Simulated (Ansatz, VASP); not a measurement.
**One calculation of GeCN2, two programs**

Contents of INCAR:

```
ALGO = Normal
EDIFF = 1E-6
ENCUT = 520
ISIF = 2
ISMEAR = -1
LASPH = T
LCHARG = F
LREAL = F
LWAVE = F
NBANDS = 22
NELM = 100
PREC = Accurate
SIGMA = 0.05
```

The input KPOINTS:

```
k-points
0
Gamma
  9 9 9
```

File POSCAR:

```
GeCN2
1.0
    1.7817511454      1.0286945034      4.8889229472
   -1.7817511454      1.0286945034      4.8889229472
    0.0000000000     -2.0573890068      4.8889229472
Ge N C
1 2 1
Direct
    0.0000000000      0.0000000000      0.0000000000
    0.5839044000      0.5839044000      0.5839044000
    0.4160956000      0.4160956000      0.4160956000
    0.5000000000      0.5000000000      0.5000000000
```

input.yaml

```yaml
crystal:
  lattice:
    - [1.7817511454, 1.0286945034, 4.8889229472]
    - [-1.7817511454, 1.0286945034, 4.8889229472]
    - [0.0, -2.0573890068, 4.8889229472]
  atoms:
    - { symbol: Ge, position: [0.0, 0.0, 0.0] }
    - { symbol: "N", position: [0.5839044, 0.5839044, 0.5839044] }
    - { symbol: "N", position: [0.4160956, 0.4160956, 0.4160956] }
    - { symbol: C, position: [0.5, 0.5, 0.5] }
kpoints:
  mp_grid: { grid: [9, 9, 9] }
scf:
  occupations: { method: fermi_dirac, width: 0.05 }
hamiltonian:
  xc: lda
  pseudopotentials: { kind: all_electron, lapw: { basis_error: 0.002 } }
output:
  forces: true
  stress: true
  eigenvalues: true
```

Change from the starting cell: volume scaled by 0.98.

Alike in both runs: task single point; functional LDA; k mesh 9 × 9 × 9; occupations fermi-dirac, width 0.05 eV; no spin polarisation.

|  | VASP | Ansatz |
| --- | --- | --- |
| version | VASP 6.6.1 | Ansatz 0.2.0 |
| potentials or method | VASP PAW LDA potentials, release 64 (Ge_d, N, C), cutoff 520 eV | all-electron LAPW, scalar-relativistic |

|  | VASP | Ansatz | Ansatz less VASP |
| --- | --- | --- | --- |
| gap on the k mesh at the Fermi level (eV) | 0.91 | 0.93 | +0.020 |
| least direct gap on the mesh (eV) | 1.67 | 1.71 | +0.039 |
| pressure (GPa) | -3.9 | -4.1 | -0.23 |
| traceless stress, the component that is largest in VASP (GPa) | 1.79 | 0.98 | -0.812 |
| rms of the force components (eV/Å) | 0.165 | 0.107 | -0.0584 |

LDA's correlation is that of Perdew and Zunger in VASP and of Perdew and Wang (1992) in Ansatz. Atom by atom the forces differ by 0.058 eV/Å (rms over components). Ansatz ran all-electron here, and VASP with PAW potentials.

Noted on VASP's run: the standard files for N, O and F lose accuracy on very short bonds.
